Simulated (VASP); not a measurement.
# CaB2 (P6/mmm) in VASP: single point with PBE

Aim: the single point of CaB2 with PBE.

All numbers are computed with VASP 6.6.1; they aren't measurements. Logs are shortened: lines on timing, memory, paths and dates and some standing lists are left out, and cuts for length are marked.

**1. The cell of the first run**

The structure is hexagonal, space group P6/mmm (No. 191). The conventional cell has a = 3.220 Å, b = 3.220 Å, c = 4.070 Å, α = 90.00°, β = 90.00°, γ = 120.00°. Within 3.6 Å of Ca (site symmetry 6/mmm) lie 12 B at 2.76 Å and 6 Ca at 3.22 Å. B (site symmetry -6m2) has 3 B at 1.86 Å within 2.5 Å.

**2. Single point, PBE**

Input file INCAR:

```
SYSTEM = CaB2
PREC = Accurate ; ENCUT = 520
EDIFF = 1E-7 ; ISMEAR = 0
SIGMA = 0.1 ; LREAL = .FALSE.
LASPH = .TRUE. ; NELM = 80
ALGO = Normal ; ISIF = 2
LWAVE = .FALSE. ; LCHARG = .FALSE.
GGA = PE ; NBANDS = 15
```

Input file KPOINTS:

```
regular mesh
0
G
  18 18 12
  0 0 0
```

Input file POSCAR:

```
CaB2
1.0
    3.2198450023      0.0000000000      0.0000000000
   -1.6099225011      2.7884675682      0.0000000000
    0.0000000000      0.0000000000      4.0702151163
Ca B
1 2
Direct
    0.0000000000      0.0000000000      0.0000000000
    0.3333333333      0.6666666667      0.5000000000
    0.6666666667      0.3333333333      0.5000000000
```

Potentials or basis: VASP PAW PBE potentials, release 64 (Ca_sv, B).

Command:

```console
$ cat potpaw_PBE.64/Ca_sv/POTCAR potpaw_PBE.64/B/POTCAR > POTCAR
$ mpirun -np 1 vasp_std > vasp.out
```

OUTCAR:

```text
SYSTEM = CaB2
   PREC = Accurate
   ENCUT = 520
   EDIFF = 1E-7
   ISMEAR = 0
   LREAL = .FALSE.
   LASPH = .TRUE.
   NELM = 80
   ISIF = 2
   GGA = PE

 ion  position               nearest neighbor table
   1  0.000  0.000  0.000-
   2  0.333  0.667  0.500-   3 1.86   3 1.86   3 1.86
   3  0.667  0.333  0.500-   2 1.86   2 1.86   2 1.86

  LATTYP: Found a hexagonal cell.
 ALAT       =     3.2198450023
 C/A-ratio  =     1.2641028104

  Lattice vectors:

 A1 = (   3.2198450023,   0.0000000000,   0.0000000000)
 A2 = (  -1.6099225011,   2.7884675682,   0.0000000000)
 A3 = (   0.0000000000,   0.0000000000,   4.0702151163)

Analysis of symmetry for initial positions (statically):
=====================================================================
 Subroutine PRICEL returns:
 Original cell was already a primitive cell.

 Routine SETGRP: Setting up the symmetry group for a
 hexagonal supercell.

 Subroutine GETGRP returns: Found 24 space group operations
 (whereof 24 operations were pure point group operations)
 out of a pool of 24 trial point group operations.

The static configuration has the point symmetry D_6h.

Analysis of symmetry for dynamics (positions and initial velocities):
=====================================================================
 Subroutine PRICEL returns:
 Original cell was already a primitive cell.

 Routine SETGRP: Setting up the symmetry group for a
 hexagonal supercell.

 Subroutine GETGRP returns: Found 24 space group operations
 (whereof 24 operations were pure point group operations)
 out of a pool of 24 trial point group operations.

The dynamic configuration has the point symmetry D_6h.

 Subroutine INISYM returns: Found 24 space group operations
 (whereof 24 operations are pure point group operations),
 and found     1 'primitive' translations

----------------------------------------------------------------------------------------

                                     Primitive cell

  volume of cell :      36.5442

  direct lattice vectors                    reciprocal lattice vectors
     3.219845002  0.000000000  0.000000000     0.310573956  0.179309957  0.000000000
    -1.609922501  2.788467568  0.000000000     0.000000000  0.358619914  0.000000000
     0.000000000  0.000000000  4.070215116     0.000000000  0.000000000  0.245687260

  length of vectors
     3.219845002  3.219845002  4.070215116     0.358619914  0.358619914  0.245687260

  position of ions in fractional coordinates (direct lattice)
[... 87 lines left out ...]
   ISIF   =      2    stress and relaxation
   ISYM   =      2    0-nonsym 1-usesym 2-fastsym
   POTIM  = 0.5000    time-step for ionic-motion
   TEBEG  =    0.0;   TEEND  =   0.0 temperature during run
   PSTRESS=    0.0 pullay stress
   NELECT =      16.0000    total number of electrons
   NUPDOWN=      -1.0000    fix difference up-down
   EMIN   =  10.00;   EMAX   =-10.00  energy-range for DOS
   EFERMI =   0.00;   METHOD = LEGACY
   ISMEAR =     0;   SIGMA  =   0.10  broadening in eV -4-tet -1-fermi 0-gaus
   EFERMI_NEDOS =   21; number of points for ismear=-14 and -15
   IALGO  =     38    algorithm
   IMIX   =      4    mixing-type and parameters
     AMIX     =   0.40;   BMIX     =  1.00
     AMIX_MAG =   1.60;   BMIX_MAG =  1.00
  volume/ion in A,a.u.               =      12.18        82.20
  Fermi-wavevector in a.u.,A,eV,Ry     =   1.243108  2.349133 21.025320  1.545317
  Thomas-Fermi vector in A             =   2.377433
   LORBIT       =      0    0 simple, 1 ext, 2 COOP (PROOUT), +10 PAW based schemes
   GGA     = PE    functional components
   LHFCALC =     F    Hartree Fock is set to
   AEXX    =    0.0000 exact exchange contribution
   IVDW    =     0    specifies the selected vdW correction
   LEPSILON=     F    determine dielectric tensor
   LRPA    =     F    only Hartree local field effects (RPA)
 non-spin polarized calculation
 Gauss-broadening in eV      SIGMA  =   0.10
  energy-cutoff  :      520.00
  volume of cell :       36.54
 maximum number of plane-waves:      1008
 NGX is ok and might be reduce to    24
   NGX = 11   NGY = 11   NGZ = 15

 number of electron      16.0000004 magnetization

 Free energy of the ion-electron system (eV)
  ---------------------------------------------------
  ext. energy  EPLUGINS =         0.00000000
  ---------------------------------------------------
  free energy    TOTEN  =       -15.74356552 eV

  energy without entropy =      -15.73815331  energy(sigma->0) =      -15.74085941

 E-fermi :   4.6670     XC(G=0): -10.8267

 val. band max:        4.6544642363   @ k =   0.1111   0.0556   0.3333
 cond. band min:       4.6685199955   @ k =   0.1111   0.0556   0.4167
 fundamental gap:      0.0140557592
 Fermi energy:         4.6669543033

 k-point     1 :       0.0000    0.0000    0.0000
  band No.  band energies     occupation
      1     -35.0524      2.00000
      2     -16.0507      2.00000
      3     -15.8391      2.00000
      4     -15.8391      2.00000
      5      -5.7621      2.00000
      6       2.8602      2.00000
      7       5.0377      0.00000
      8       5.0377      0.00000
      9       5.0690      0.00000
     10      10.0789      0.00000
     11      10.0789      0.00000
     12      10.9486      0.00000
     13      10.9486      0.00000
     14      11.6386      0.00000
[... 401 lines left out ...]
      2     -16.5673      2.00000
      3     -16.0627      2.00000
      4     -15.8874      2.00000
      5      -2.5895      2.00000
      6      -0.9847      2.00000
      7       2.6896      2.00000
      8       3.3724      2.00000
      9       6.4007      0.00000
     10       7.1095      0.00000
     11       9.9890      0.00000
     12      10.9571      0.00000
     13      11.4233      0.00000
     14      12.8503      0.00000
     15      13.8395      0.00000

 [... further k-points ...]
[... 5 lines left out ...]
  --------------------------------------------------------------------------------------
  -------------------------------------------------------------------------------------
  Total        0.0514935      0.0514935      0.0993203      0.0000000     -0.0000000      0.0000000
  in kB        2.2575914      2.2575914      4.3544226      0.0000000     -0.0000000      0.0000000
  external PRESSURE =       2.9565351 kB  Pullay stress =       0.0000000 kB

 VOLUME and BASIS-vectors are now :
 -----------------------------------------------------------------------------
  energy-cutoff  :      520.00
  volume of cell :       36.54
      direct lattice vectors                 reciprocal lattice vectors
     3.219845002  0.000000000  0.000000000     0.310573956  0.179309957  0.000000000
    -1.609922501  2.788467568  0.000000000     0.000000000  0.358619914  0.000000000
     0.000000000  0.000000000  4.070215116     0.000000000  0.000000000  0.245687260

 POSITION                                       TOTAL-FORCE (eV/Angst)
 -----------------------------------------------------------------------------------
      0.00000      0.00000      0.00000        -0.000000      0.000000     -0.000000
     -0.00000      1.85898      2.03511        -0.000000      0.000000      0.000000
      1.60992      0.92949      2.03511         0.000000      0.000000     -0.000000
 -----------------------------------------------------------------------------------
    total drift:                               -0.000000      0.000000      0.000000

  FREE ENERGIE OF THE ION-ELECTRON SYSTEM (eV)
  ---------------------------------------------------
  free  energy   TOTEN  =       -15.7435655157 eV

  energy  without entropy=      -15.7381533129  energy(sigma->0) =      -15.74085941
```

Run time: 49 s. Hardware: 1 thread of Intel Xeon 6975P-C (Granite Rapids), shared host; peak memory 0.26 GiB.

Results:

| Quantity | Value |
| --- | --- |
| Free energy | -15.7436 eV |
| Pressure | 0.3 GPa |
| Band gap on the k mesh | zero (band 8 reaches 5.60 eV, above the bottom of band 9 at 3.93 eV) |

Stress tensor (GPa, compression positive):
```
0.23 0.00 0.00
0.00 0.23 0.00
0.00 0.00 0.44
```

Levels at points of the mesh, in eV from the Fermi level:
| k point | band 6 | band 7 | band 8 | band 9 | band 10 | band 11 |
| --- | --- | --- | --- | --- | --- | --- |
| (0.00, 0.00, 0.00) | -1.81 | 0.37 | 0.37 | 0.40 | 5.41 | 5.41 |
| (0.50, 0.00, 0.00) | -6.36 | -1.42 | -1.17 | 1.00 | 3.15 | 5.31 |
| (0.00, 0.00, 0.50) | -4.68 | 0.93 | 0.93 | 3.39 | 4.12 | 4.12 |
| (0.50, 0.00, 0.50) | -5.49 | -1.69 | -0.86 | -0.69 | 5.28 | 5.62 |
